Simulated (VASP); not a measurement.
# BaO: single point with r2SCAN

The system is BaO.

```
CELL_PARAMETERS angstrom
0.00000 2.77211 2.77211
2.77211 0.00000 2.77211
2.77211 2.77211 0.00000
ATOMIC_POSITIONS crystal
Ba 0.00000 0.00000 0.00000
O 0.50000 0.50000 0.50000
```

- Program: VASP 6.6.1
- Task: single point
- Functional: r2SCAN
- Potentials or basis: VASP PAW PBE potentials, release 64 (Ba_sv, O)
- Cutoff: 660 eV
- k mesh: 10 × 10 × 10
- Occupations: fermi-dirac, width 0.08 eV
- Spin: no spin polarisation

The pressure is 1.6 GPa. The band gap on the k mesh is 2.32 eV.

Levels at points of the mesh, in eV from the valence-band top:
```csv
k point,band 5,band 6,band 7,band 8,band 9,band 10,band 11,band 12
"(0.00, 0.00, 0.00)",-10.76,-0.36,-0.36,-0.36,4.12,5.13,5.13,5.13
"(0.50, 0.00, 0.00)",-10.88,-1.96,-1.49,-1.49,5.32,7.65,7.65,8.69
"(0.50, 0.50, 0.00)",-11.34,-0.17,-0.17,0.00,2.32,6.56,9.54,9.96
```

It took 4.7 min on 1 thread of Intel Xeon 8259CL (shared host), peak memory 0.24 GiB.

Caveat: the PAW data sets were made with another functional, which shifts forces and pressure a little; spin-orbit coupling is left out, which moves the levels of the heavy elements. A k mesh can miss the band edges.
